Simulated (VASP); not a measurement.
Ga2O3: single point with HSE06

Ga2O3:

```
CELL_PARAMETERS angstrom
2.52898 1.46010 4.54131
-2.52898 1.46010 4.54131
0.00000 -2.92021 4.54131
ATOMIC_POSITIONS crystal
Ga 0.85568 0.85568 0.85568
Ga 0.64432 0.64432 0.64432
Ga 0.14432 0.14432 0.14432
Ga 0.35568 0.35568 0.35568
O 0.75000 0.44631 0.05369
O 0.44631 0.05369 0.75000
O 0.05369 0.75000 0.44631
O 0.25000 0.55369 0.94631
O 0.94631 0.25000 0.55369
O 0.55369 0.94631 0.25000
```

```json
{
  "Program": "VASP 6.6.1",
  "Task": "single point",
  "Functional": "HSE06",
  "Potentials or basis": "VASP PAW PBE potentials, release 64 (Ga_d, O)",
  "Cutoff": "520 eV",
  "k mesh": "4 × 4 × 4",
  "Occupations": "fermi-dirac, width 0.01 eV",
  "Spin": "no spin polarisation"
}
```

- Pressure: -8.5 GPa
- Band gap on the k mesh: 4.16 eV (least direct gap 4.34 eV)

Forces on the atoms (eV/Å):
```
Ga   0.000  0.000 -0.003
Ga   0.000  0.000  0.003
Ga   0.000  0.000  0.003
Ga   0.000  0.000 -0.003
O    0.001 -0.002  0.000
O   -0.002  0.000  0.000
O    0.001  0.002  0.000
O   -0.001  0.002  0.000
O   -0.001 -0.002  0.000
O    0.002  0.000  0.000
```

Stress tensor (GPa, compression positive):
```
-8.99  0.00  0.00
 0.00 -8.99  0.00
 0.00  0.00 -7.54
```

Levels at points of the mesh, in eV from the valence-band top:
| k point | band 42 | band 43 | band 44 | band 45 | band 46 | band 47 |
| --- | --- | --- | --- | --- | --- | --- |
| (0.00, 0.00, 0.00) | -0.21 | -0.18 | -0.18 | 4.16 | 8.34 | 8.50 |
| (0.50, 0.00, 0.00) | -0.95 | -0.12 | -0.12 | 7.97 | 7.97 | 8.38 |
| (0.50, 0.50, 0.00) | -0.63 | -0.21 | -0.11 | 8.13 | 8.37 | 9.31 |
| (0.50, 0.50, 0.50) | -0.25 | -0.25 | -0.25 | 7.38 | 7.38 | 9.57 |

Run time: 60 min on 8 MPI ranks on Intel(R) Xeon(R) Platinum 8259CL CPU @ 2.50GHz (Skylake/Cascade Lake), on a shared host, peak memory 0.43 GiB a rank.

Caveat: the cell stands under tension; the PAW data sets were made with another functional, which shifts forces and pressure a little. A k mesh can miss the band edges.
